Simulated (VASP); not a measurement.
CdS, 2 atoms in the cell. The structure is tetragonal, space group I4/mmm (No. 139). Conventional cell: a = 3.856 Å, b = 3.856 Å, c = 5.581 Å, α = 90.00°, β = 90.00°, γ = 90.00°. Cd (site symmetry 4/mmm) has 6 S at 2.73 to 2.79 Å within 3.6 Å. S (site symmetry 4/mmm) has 6 Cd at 2.73 to 2.79 Å within 3.6 Å.  This cell differs from its parent crystal: uniaxial x strain +2.3%.

```yaml
Program: VASP 6.6.1
Task: single point
Functional: r2SCAN
Potentials_or_basis: VASP PAW PBE potentials, release 64 (Cd, S)
Cutoff: 520 eV
k_mesh: 8 × 8 × 8
Occupations: gaussian, width 0.01 eV
Spin: no spin polarisation
Dipole_correction: no
Further_INCAR_settings: ALGO = Normal; EDIFF = 1e-07; NBANDS = 16
```

Potentials or basis: VASP PAW PBE potentials, release 64 (Cd, S).

Run with:

```console
$ cat potpaw_PBE.64/Cd/POTCAR potpaw_PBE.64/S/POTCAR > POTCAR
$ cp INCAR.step1 INCAR
$ mpirun -np 1 vasp_std > vasp.out
$ cp INCAR.step2 INCAR
$ mpirun -np 1 vasp_std > vasp.out
```

Hardware: 1 thread of Intel Xeon 8259CL, with other jobs on the host.

Problem. Estimate the wall time of this run.

Solution. It took 4.5 min on 1 thread of Intel Xeon 8259CL, with other jobs on the host, peak memory 0.2 GiB. Counts: k points 59.
